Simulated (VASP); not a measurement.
# TePb (P6_3/mmc) in VASP: notebook

TePb is run at these levels: r2SCAN; tasks: single point.

Everything below comes from runs of VASP 6.6.1. Logs are shortened: lines on timing, memory, paths and dates and some standing lists are left out, and cuts for length are marked.

**1. The cell of the first run**

It takes space group P6_3/mmc (No. 194, hexagonal). Conventional cell: a = 5.386 Å, b = 5.386 Å, c = 6.441 Å, α = 90.00°, β = 90.00°, γ = 120.00°. Within 4.1 Å of Pb (site symmetry -6m2) lie 5 Te at 3.11 to 3.22 Å. Within 4.1 Å of Te (site symmetry -6m2) lie 5 Pb at 3.11 to 3.22 Å.

**2. Single point, r2SCAN (40.46 Å³/atom)**

The input, POSCAR:

```
TePb
1.0
    5.3861330070      0.0000000000      0.0000000000
   -2.6930665035      4.6645280122      0.0000000000
    0.0000000000      0.0000000000      6.4410230583
Pb Te
2 2
Direct
    0.3333333333      0.6666666667      0.2500000000
    0.6666666667      0.3333333333      0.7500000000
    0.6666666667      0.3333333333      0.2500000000
    0.3333333333      0.6666666667      0.7500000000
```

The input, INCAR.step1:

```
SYSTEM = TePb
  PREC = Accurate
  ENCUT = 520
  ISMEAR = 0
  SIGMA = 0.01
  LREAL = .False.
  LASPH = .True.
  NELM = 80
  NBANDS = 28
  GGA = PE
  ALGO = Normal
  EDIFF = 1E-4
  LWAVE = .True.
  LCHARG = .False.
```

The input, INCAR.step2:

```
SYSTEM = TePb
  PREC = Accurate
  ENCUT = 520
  EDIFF = 1E-6
  ISMEAR = 0
  SIGMA = 0.01
  LREAL = .False.
  LASPH = .True.
  NELM = 80
  ALGO = Normal
  ISIF = 2
  LWAVE = .False.
  LCHARG = .False.
  METAGGA = R2SCAN
  LMIXTAU = .True.
  NBANDS = 28
  ISTART = 1
```

The input, KPOINTS:

```
regular mesh
0
Gamma
  6 6 4
  0 0 0
```

Potentials or basis: VASP PAW PBE potentials, release 64 (Pb_d, Te).

Command:

```bash
$ cat potpaw_PBE.64/Pb_d/POTCAR potpaw_PBE.64/Te/POTCAR > POTCAR
$ cp INCAR.step1 INCAR
$ mpirun -np 1 vasp_std > vasp.out
$ cp INCAR.step2 INCAR
$ mpirun -np 1 vasp_std > vasp.out
```

OUTCAR:

```text
SYSTEM = TePb
   PREC = Accurate
   ENCUT = 520
   EDIFF = 1E-6
   ISMEAR = 0
   LREAL = .False.
   LASPH = .True.
   NELM = 80
   ISIF = 2
   METAGGA = R2SCAN
   ISTART = 1

 ion  position               nearest neighbor table
   1  0.333  0.667  0.250-   3 3.11   3 3.11   3 3.11   4 3.22   4 3.22
   2  0.667  0.333  0.750-   4 3.11   4 3.11   4 3.11   3 3.22   3 3.22
   3  0.667  0.333  0.250-   1 3.11   1 3.11   1 3.11   2 3.22   2 3.22
   4  0.333  0.667  0.750-   2 3.11   2 3.11   2 3.11   1 3.22   1 3.22

  LATTYP: Found a hexagonal cell.
 ALAT       =     5.3861330070
 C/A-ratio  =     1.1958529524

  Lattice vectors:

 A1 = (   5.3861330070,   0.0000000000,   0.0000000000)
 A2 = (  -2.6930665035,   4.6645280122,   0.0000000000)
 A3 = (   0.0000000000,   0.0000000000,   6.4410230583)

Analysis of symmetry for initial positions (statically):
=====================================================================
 Subroutine PRICEL returns:
 Original cell was already a primitive cell.

 Routine SETGRP: Setting up the symmetry group for a
 hexagonal supercell.

 Subroutine GETGRP returns: Found 24 space group operations
 (whereof 12 operations were pure point group operations)
 out of a pool of 24 trial point group operations.

The static configuration has the point symmetry D_3d.
 The point group associated with its full space group is D_6h.

Analysis of symmetry for dynamics (positions and initial velocities):
=====================================================================
 Subroutine PRICEL returns:
 Original cell was already a primitive cell.

 Routine SETGRP: Setting up the symmetry group for a
 hexagonal supercell.

 Subroutine GETGRP returns: Found 24 space group operations
 (whereof 12 operations were pure point group operations)
 out of a pool of 24 trial point group operations.

The dynamic configuration has the point symmetry D_3d.
 The point group associated with its full space group is D_6h.

 Subroutine INISYM returns: Found 24 space group operations
 (whereof 12 operations are pure point group operations),
 and found     1 'primitive' translations

----------------------------------------------------------------------------------------

                                     Primitive cell

  volume of cell :     161.8228

  direct lattice vectors                    reciprocal lattice vectors
     5.386133007  0.000000000  0.000000000     0.185661958  0.107191981  0.000000000
    -2.693066503  4.664528012  0.000000000     0.000000000  0.214383963  0.000000000
     0.000000000  0.000000000  6.441023058     0.000000000  0.000000000  0.155254839

  length of vectors
     5.386133007  5.386133007  6.441023058     0.214383963  0.214383963  0.155254839

  position of ions in fractional coordinates (direct lattice)
     0.333333333  0.666666667  0.250000000
     0.666666667  0.333333333  0.750000000
     0.666666667  0.333333333  0.250000000
     0.333333333  0.666666667  0.750000000

  ion indices of the primitive-cell ions
   primitive index   ion index
                 1           1
                 2           2
                 3           3
                 4           4

----------------------------------------------------------------------------------------

 KPOINTS: regular mesh

Automatic generation of k-mesh.
 Grid dimensions read from file:
 generate k-points for:    6    6    4

 Generating k-lattice:

  Cartesian coordinates                     Fractional coordinates (reciprocal lattice)
     0.030943660  0.017865330  0.000000000     0.166666667  0.000000000  0.000000000
     0.000000000  0.035730660  0.000000000     0.000000000  0.166666667  0.000000000
     0.000000000  0.000000000  0.038813710     0.000000000  0.000000000  0.250000000

  Length of vectors
     0.035730660  0.035730660  0.038813710

  Shift w.r.t. Gamma in fractional coordinates (k-lattice)
     0.000000000  0.000000000  0.000000000

 Subroutine IBZKPT returns following result:
 ===========================================

 Found     21 irreducible k-points:

 Following reciprocal coordinates:
            Coordinates               Weight
  0.000000  0.000000  0.000000      1.000000
  0.166667  0.000000  0.000000      6.000000
  0.333333  0.000000  0.000000      6.000000
  0.500000 -0.000000  0.000000      3.000000
  0.166667  0.166667  0.000000      6.000000
  0.333333  0.166667  0.000000     12.000000
[... 13 lines left out ...]
  0.333333  0.166667  0.500000     12.000000
  0.333333  0.333333  0.500000      2.000000
   k-points           NKPTS =     21   k-points in BZ     NKDIM =     21   number of bands    NBANDS=     28
   number of dos      NEDOS =    301   number of ions     NIONS =      4
   total plane-waves  NPLWV =  76800
   dimension x,y,z NGX =    40 NGY =   40 NGZ =   48
   dimension x,y,z NGXF=    80 NGYF=   80 NGZF=   96
   ions per type =               2   2
   NGX,Y,Z   is equivalent  to a cutoff of  12.35, 12.35, 12.39 a.u.
   NGXF,Y,Z  is equivalent  to a cutoff of  24.69, 24.69, 24.78 a.u.
 SYSTEM =  TePb
   PREC   = accura    normal or accurate (medium, high low for compatibility)
   ISTART =      1    job   : 0-new  1-cont  2-samecut
   ICHARG =      0    charge: 1-file 2-atom 10-const
   ISPIN  =      1    spin polarized calculation?
   LNONCOLLINEAR =      F non collinear calculations
   LSORBIT =      F    spin-orbit coupling
   LASPH  =      T    aspherical Exc in radial PAW
   ENCUT  =  520.0 eV  38.22 Ry    6.18 a.u.  10.01 10.01 11.98*2*pi/ulx,y,z
   NELM   =     80;   NELMIN=  2; NELMDL=  0     # of ELM steps
   EDIFF  = 0.1E-05   stopping-criterion for ELM
   LREAL  =      F    real-space projection
   EDIFFG = 0.1E-04   stopping-criterion for IOM
   NSW    =      0    number of steps for IOM
   IBRION =     -1    ionic relax: 0-MD 1-quasi-New 2-CG
   NFREE  =      0    steps in history (QN), initial steepest desc. (CG)
   ISIF   =      2    stress and relaxation
   ISYM   =      2    0-nonsym 1-usesym 2-fastsym
   POTIM  = 0.5000    time-step for ionic-motion
   TEBEG  =    0.0;   TEEND  =   0.0 temperature during run
   PSTRESS=    0.0 pullay stress
   NELECT =      40.0000    total number of electrons
   NUPDOWN=      -1.0000    fix difference up-down
   EMIN   =  10.00;   EMAX   =-10.00  energy-range for DOS
   EFERMI =   0.00;   METHOD = LEGACY
   ISMEAR =     0;   SIGMA  =   0.01  broadening in eV -4-tet -1-fermi 0-gaus
   EFERMI_NEDOS =   21; number of points for ismear=-14 and -15
   IALGO  =     38    algorithm
   IMIX   =      4    mixing-type and parameters
     AMIX     =   0.40;   BMIX     =  1.00
     AMIX_MAG =   1.60;   BMIX_MAG =  1.00
  volume/ion in A,a.u.               =      40.46       273.01
  Fermi-wavevector in a.u.,A,eV,Ry     =   1.027421  1.941543 14.362217  1.055593
  Thomas-Fermi vector in A             =   2.161365
   LORBIT       =      0    0 simple, 1 ext, 2 COOP (PROOUT), +10 PAW based schemes
   METAGGA = R2SCAN    functional components
   LHFCALC =     F    Hartree Fock is set to
   AEXX    =    0.0000 exact exchange contribution
   IVDW    =     0    specifies the selected vdW correction
   LEPSILON=     F    determine dielectric tensor
   LRPA    =     F    only Hartree local field effects (RPA)
 non-spin polarized calculation
 Gauss-broadening in eV      SIGMA  =   0.01
  energy-cutoff  :      520.00
  volume of cell :      161.82
 maximum number of plane-waves:      4392
   NGX = 21   NGY = 21   NGZ = 23

 number of electron      40.0000011 magnetization

 Free energy of the ion-electron system (eV)
  ---------------------------------------------------
  ext. energy  EPLUGINS =         0.00000000
  ---------------------------------------------------
  free energy    TOTEN  =      -164.84100568 eV

  energy without entropy =     -164.84100568  energy(sigma->0) =     -164.84100568

 E-fermi :   4.1457     XC(G=0):  -8.7244

 val. band max:        4.0566580757   @ k =   0.3333   0.3333   0.5000
 cond. band min:       5.2870200221   @ k =   0.1667   0.0000   0.0000
 fundamental gap:      1.2303619465
 Fermi energy:         4.1457358266

 k-point     1 :       0.0000    0.0000    0.0000
  band No.  band energies     occupation
      1     -13.5383      2.00000
      2     -13.4840      2.00000
      3     -13.4840      2.00000
      4     -13.4831      2.00000
      5     -13.4831      2.00000
      6     -13.4694      2.00000
[... 20 lines left out ...]
     27       9.8432      0.00000
     28       9.8432      0.00000

 k-point     2 :       0.1667    0.0000    0.0000
  band No.  band energies     occupation
      1     -13.5371      2.00000
      2     -13.4885      2.00000
      3     -13.4833      2.00000
      4     -13.4809      2.00000
      5     -13.4799      2.00000
      6     -13.4680      2.00000
[... 20 lines left out ...]
     27       9.5312      0.00000
     28       9.7138      0.00000

 k-point     3 :       0.3333    0.0000    0.0000
  band No.  band energies     occupation
      1     -13.5335      2.00000
      2     -13.4987      2.00000
      3     -13.4805      2.00000
      4     -13.4748      2.00000
      5     -13.4746      2.00000
      6     -13.4669      2.00000
[... 20 lines left out ...]
     27       9.3381      0.00000
     28      10.3813      0.00000

 k-point     4 :       0.5000   -0.0000    0.0000
  band No.  band energies     occupation
      1     -13.5307      2.00000
      2     -13.5045      2.00000
      3     -13.4790      2.00000
      4     -13.4724      2.00000
      5     -13.4699      2.00000
      6     -13.4682      2.00000
[... 20 lines left out ...]
     27       9.6225      0.00000
     28       9.7774      0.00000

 k-point     5 :       0.1667    0.1667    0.0000
  band No.  band energies     occupation
      1     -13.5342      2.00000
      2     -13.4968      2.00000
      3     -13.4809      2.00000
      4     -13.4770      2.00000
      5     -13.4755      2.00000
      6     -13.4669      2.00000
[... 20 lines left out ...]
     27      10.2394      0.00000
     28      10.2814      0.00000

 k-point     6 :       0.3333    0.1667    0.0000
  band No.  band energies     occupation
      1     -13.5287      2.00000
      2     -13.5068      2.00000
      3     -13.4797      2.00000
      4     -13.4720      2.00000
      5     -13.4705      2.00000
      6     -13.4670      2.00000
[... 370 lines left out ...]
      5     -13.4779      2.00000
      6     -13.4779      2.00000
[... 20 lines left out ...]
     27      10.1255      0.00000
     28      10.1255      0.00000

 k-point    19 :       0.1667    0.1667    0.5000
  band No.  band energies     occupation
      1     -13.4983      2.00000
      2     -13.4983      2.00000
      3     -13.4842      2.00000
      4     -13.4842      2.00000
      5     -13.4815      2.00000
      6     -13.4815      2.00000
[... 20 lines left out ...]
     27      10.7483      0.00000
     28      10.7483      0.00000

 k-point    20 :       0.3333    0.1667    0.5000
  band No.  band energies     occupation
      1     -13.4965      2.00000
      2     -13.4965      2.00000
      3     -13.4851      2.00000
      4     -13.4851      2.00000
      5     -13.4777      2.00000
      6     -13.4777      2.00000
[... 20 lines left out ...]
     27       9.9476      0.00000
     28       9.9476      0.00000

 k-point    21 :       0.3333    0.3333    0.5000
  band No.  band energies     occupation
      1     -13.4940      2.00000
      2     -13.4940      2.00000
      3     -13.4875      2.00000
      4     -13.4875      2.00000
      5     -13.4763      2.00000
      6     -13.4763      2.00000
[... 20 lines left out ...]
     27       9.8897      0.00000
     28       9.8897      0.00000

------------------------ aborting loop because EDIFF is reached ----------------------------------------

  FORCE on cell =-STRESS in cart. coord.  units (eV):
  Direction    XX          YY          ZZ          XY          YZ          ZX
  --------------------------------------------------------------------------------------
  -------------------------------------------------------------------------------------
  Total        2.2156052      2.2156052      2.3852312      0.0000000     -0.0000000      0.0000000
  in kB       21.9362975     21.9362975     23.6157332      0.0000000     -0.0000000      0.0000000
  external PRESSURE =      22.4961094 kB  Pullay stress =       0.0000000 kB

 VOLUME and BASIS-vectors are now :
 -----------------------------------------------------------------------------
  energy-cutoff  :      520.00
  volume of cell :      161.82
      direct lattice vectors                 reciprocal lattice vectors
     5.386133007  0.000000000  0.000000000     0.185661958  0.107191981  0.000000000
    -2.693066503  4.664528012  0.000000000     0.000000000  0.214383963  0.000000000
     0.000000000  0.000000000  6.441023058     0.000000000  0.000000000  0.155254839

 POSITION                                       TOTAL-FORCE (eV/Angst)
 -----------------------------------------------------------------------------------
     -0.00000      3.10969      1.61026        -0.000000      0.000000      0.000000
      2.69307      1.55484      4.83077        -0.000000      0.000000      0.000000
      2.69307      1.55484      1.61026         0.000000      0.000000      0.000000
     -0.00000      3.10969      4.83077        -0.000000     -0.000000      0.000000
 -----------------------------------------------------------------------------------
    total drift:                               -0.000000      0.000000     -0.000000

  FREE ENERGIE OF THE ION-ELECTRON SYSTEM (eV)
  ---------------------------------------------------
  free  energy   TOTEN  =      -164.8410056847 eV

  energy  without entropy=     -164.8410056847  energy(sigma->0) =     -164.84100568
```

Wall time 9.4 min (1 thread of Intel Xeon 8259CL, shared host); peak memory 0.34 GiB.

What came out:

```
Free energy            : -164.8410 eV
Pressure               : 2.2 GPa
Band gap on the k mesh : 1.23 eV (least direct gap 1.28 eV)
```

Levels at points of the mesh, in eV from the valence-band top:
```tsv
k point	band 16	band 17	band 18	band 19	band 20	band 21	band 22	band 23	band 24	band 25
(0.00, 0.00, 0.00)	-3.12	-3.12	-1.73	-1.71	-1.71	1.30	1.30	3.06	3.06	4.17
(0.50, 0.00, 0.00)	-3.79	-2.91	-2.26	-2.18	-0.52	2.62	3.73	3.84	4.22	4.94
(0.00, 0.00, 0.50)	-2.47	-2.47	-2.47	-1.40	-1.40	1.83	1.83	1.83	1.83	2.63
(0.50, 0.00, 0.50)	-3.09	-1.69	-1.69	-0.72	-0.72	1.41	1.41	3.01	3.01	4.24
```

Caveat: the PAW data sets were made with another functional, which shifts forces and pressure a little; spin-orbit coupling is left out, which moves the levels of the heavy elements.

[end of part 1 of 3]
